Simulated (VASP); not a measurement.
Write the native input for VASP 6.6.1 that does the following.

```yaml
Task: relaxation of cell and atoms
Functional: revPBE
Dispersion: D3(BJ)
Potentials_or_basis: VASP PAW PBE potentials, release 64 (Ga_d, Se)
Cutoff: 500 eV
k_mesh: 6 × 6 × 2
Occupations: gaussian, width 0.01 eV
Spin: no spin polarisation
Dipole_correction: no
Further_INCAR_settings: ALGO = Normal; EDIFF = 1e-07; IBRION = 2; EDIFFG = -0.005; NSW = 80; ISIF = 3
```

The structure of GaSe lies in POSCAR:

```
GaSe
1.0
    3.7420000000      0.0000000000      0.0000000000
   -1.8710000000      3.2406670600      0.0000000000
    0.0000000000      0.0000000000     15.9190000000
Ga Se
4 4
Direct
    0.3333333300      0.6666666700      0.1770000000
    0.6666666700      0.3333333300      0.6770000000
    0.3333333300      0.6666666700      0.3230000000
    0.6666666700      0.3333333300      0.8230000000
    0.3333333300      0.6666666700      0.6000000000
    0.6666666700      0.3333333300      0.1000000000
    0.3333333300      0.6666666700      0.9000000000
    0.6666666700      0.3333333300      0.4000000000
```

These files were run (other wordings do the same):

INCAR

```
SYSTEM = GaSe
ALGO = Normal
EDIFF = 1E-7
EDIFFG = -0.005
ENCUT = 500
GGA = RE
GGA_COMPAT = .False.
IBRION = 2
ISIF = 3
ISMEAR = 0
IVDW = 12
LASPH = .True.
LCHARG = .False.
LREAL = .False.
LWAVE = .False.
NELM = 120
NELMIN = 4
NSW = 80
PREC = Accurate
SIGMA = 0.01
```

KPOINTS

```
k-points
0
Gamma
  6 6 2
  0 0 0
```

Potentials or basis: VASP PAW PBE potentials, release 64 (Ga_d, Se).

Command:

```sh
$ cat potpaw_PBE.64/Ga_d/POTCAR potpaw_PBE.64/Se/POTCAR > POTCAR
$ mpirun -np 1 vasp_std > vasp.out
```

It gave:

```json
{
  "Relaxed volume": "24.01 Å³/atom",
  "Relaxed cell": "a = 3.760 Å, b = 3.760 Å, c = 15.688 Å, α = 90.00°, β = 90.00°, γ = 120.00°",
  "Space group after relaxing (to 0.1 Å)": "P6_3/mmc (No. 194)",
  "Energy gained by relaxing": "16.8 meV/atom",
  "Ionic steps": "17",
  "Pressure after relaxing": "0.0 GPa",
  "Largest force after relaxing": "0.003 eV/Å",
  "Band gap on the k mesh": "0.90 eV",
  "Dispersion energy per atom": "-0.572 eV"
}
```

Caveat: the PAW data sets were made with another functional, which shifts forces and pressure a little.

Run time: 35 min on 1 thread of Oxide Virtual Turin-like Processor (shared host), peak memory 0.33 GiB.
